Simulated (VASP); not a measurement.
Crystal: Au.

```
Au
1.0
     1.41131   -2.55593    0.00000
     1.41131    2.55593    0.00000
     0.00000    0.00000    4.89317
Au
2
Direct
  0.66533 0.33467 0.25000
  0.33467 0.66533 0.75000
```

Base run:

```yaml
Program: VASP 6.6.1
Functional: r2SCAN
Potentials_or_basis: VASP PAW PBE potentials, release 64 (Au)
Cutoff: 520 eV
k_mesh: 16 × 16 × 8
Occupations: gaussian, width 0.1 eV
Spin: no spin polarisation
```

Its results: band gap on the k mesh zero (band 11 reaches 12.99 eV, above the bottom of band 12 at 6.01 eV); pressure -0.1 GPa; largest force 0.013 eV/Å.

Q: The run is repeated on the same cell with these changes: k mesh from 16 × 16 × 8 to 4 × 4 × 2. What comes out?

A: Band gap on the k mesh zero (band 11 reaches 10.00 eV, above the bottom of band 12 at 6.01 eV); pressure 0.5 GPa; largest force 0.197 eV/Å.

Caveats: some runs use coarse meshes; the PAW data sets were made with another functional, which shifts forces and pressure a little; spin-orbit coupling is left out, which moves the levels of the heavy elements.
